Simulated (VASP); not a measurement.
Set up this calculation in VASP 6.6.1, as the native input.

```yaml
Task: single point
Functional: PBE
Potentials_or_basis: VASP PAW PBE potentials, release 64 (Mg, O)
Cutoff: 600 eV
k_mesh: 10 × 10 × 10
Occupations: gaussian, width 0.05 eV
Spin: no spin polarisation
Dipole_correction: no
Further_INCAR_settings: ALGO = Normal; EDIFF = 1e-06; NBANDS = 11
```

The structure of MgO lies in POSCAR:

```
MgO
1.0
    0.0000000000      2.1448745921      2.1448745921
    2.1448745921      0.0000000000      2.1448745921
    2.1448745921      2.1448745921      0.0000000000
Mg O
1 1
Direct
    0.0332654605      0.0332654605     -0.0332654605
    0.4494645280      0.4494645280      0.5505354720
```

These files were run (other wordings do the same):

INCAR

```
PREC = Accurate ; ENCUT = 600
EDIFF = 1E-6 ; ISMEAR = 0
SIGMA = 0.05 ; LREAL = False
LASPH = True ; NELM = 120
ALGO = Normal ; ISIF = 2
LWAVE = False ; LCHARG = False
GGA = PE ; NBANDS = 11
GGA_COMPAT = False
```

KPOINTS

```
regular mesh
0
Gamma
  10 10 10
```

Potentials or basis: VASP PAW PBE potentials, release 64 (Mg, O).

The run is started by

```console
$ cat potpaw_PBE.64/Mg/POTCAR potpaw_PBE.64/O/POTCAR > POTCAR
$ mpirun -np 1 vasp_std > vasp.out
```

Results of the run:

The pressure is 8.2 GPa. The largest force is 3.248 eV/Å. The band gap on the k mesh is 4.20 eV, direct.

Caveat: forces of over 1 eV/Å act on the atoms, so gaps and moduli don't describe the material at rest.

Wall time 9.3 s on 1 thread of Intel(R) Xeon(R) 6975P-C (Granite Rapids), with other jobs on the host, peak memory 0.15 GiB.
